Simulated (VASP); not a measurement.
SiNi3, 4 atoms in the cell. Symmetry: Pm-3m, No. 221, cubic system. Conventional cell: a = 3.542 Å, b = 3.542 Å, c = 3.542 Å, α = 90.00°, β = 90.00°, γ = 90.00°. Ni (site symmetry 4/mmm) has 8 Ni at 2.50 Å and 4 Si at 2.50 Å within 3.3 Å. Si (site symmetry m-3m) has 12 Ni at 2.50 Å within 3.3 Å. 

| Item | Value |
| --- | --- |
| Program | VASP 6.6.1 |
| Task | single point |
| Functional | PBE |
| Potentials or basis | VASP PAW PBE potentials, release 64 (Ni, Si) |
| Cutoff | 600 eV |
| k mesh | 8 × 8 × 8 |
| Occupations | fermi-dirac, width 0.05 eV |
| Spin | collinear spin, zero start |
| Starting moments | [0.0, 0.0, 0.0, 0.0] μB |
| Fixed moment | 0 μB |
| Dipole correction | no |
| Further INCAR settings | ALGO = Normal; EDIFF = 1e-06; NBANDS = 29 |

Potentials or basis: VASP PAW PBE potentials, release 64 (Ni, Si).

Run with:

```console
$ cat potpaw_PBE.64/Ni/POTCAR potpaw_PBE.64/Si/POTCAR > POTCAR
$ mpirun -np 1 vasp_std > vasp.out
```

Hardware: 1 thread of Intel(R) Xeon(R) 6975P-C (Granite Rapids) (shared host).

Task: How long does it take, and how much memory?

Result: Wall time 43 s on 1 thread of Intel(R) Xeon(R) 6975P-C (Granite Rapids) (shared host), peak memory 0.22 GiB. Counts: scf iterations 15, k points 35.
